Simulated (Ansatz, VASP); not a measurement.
# MoSe: VASP beside Ansatz

```
CELL_PARAMETERS angstrom
0.00000 2.84052 2.84052
2.84052 0.00000 2.84052
2.84052 2.84052 0.00000
ATOMIC_POSITIONS crystal
Mo 0.00000 0.00000 0.00000
Se 0.25000 0.25000 0.25000
```

Alike in both runs: task single point; functional PBEsol; k mesh 10 × 10 × 10; occupations gaussian, width 0.05 eV; collinear spin.

|  | VASP | Ansatz |
| --- | --- | --- |
| version | VASP 6.6.1 | Ansatz 0.2.0 |
| potentials or method | VASP PAW PBE potentials, release 64 (Mo_sv, Se), cutoff 520 eV | scalar-relativistic, plane waves, PAW |
| valence electrons in the cell | 20 | 30 |

```csv
,VASP,Ansatz,Ansatz less VASP
gap on the k mesh at the Fermi level (eV),none,none,-
pressure (GPa),-4.1,-4.3,-0.22
net moment per atom (μB),0.57,0.57,+0.003
size of the moment on the site where the two differ most (μB),1.00,0.80,-0.206
```

VASP's potentials were made for PBE, not for PBEsol. Site moments also hang on the region over which each program counts them. A gap of «none» marks a metal or a gap that the smearing closes. The functional is the same, so the differences come from potentials, cutoffs and numerics. VASP's potentials hold 20 valence electrons a cell and Ansatz's 30, so a difference there can come from the potentials and not from the codes.
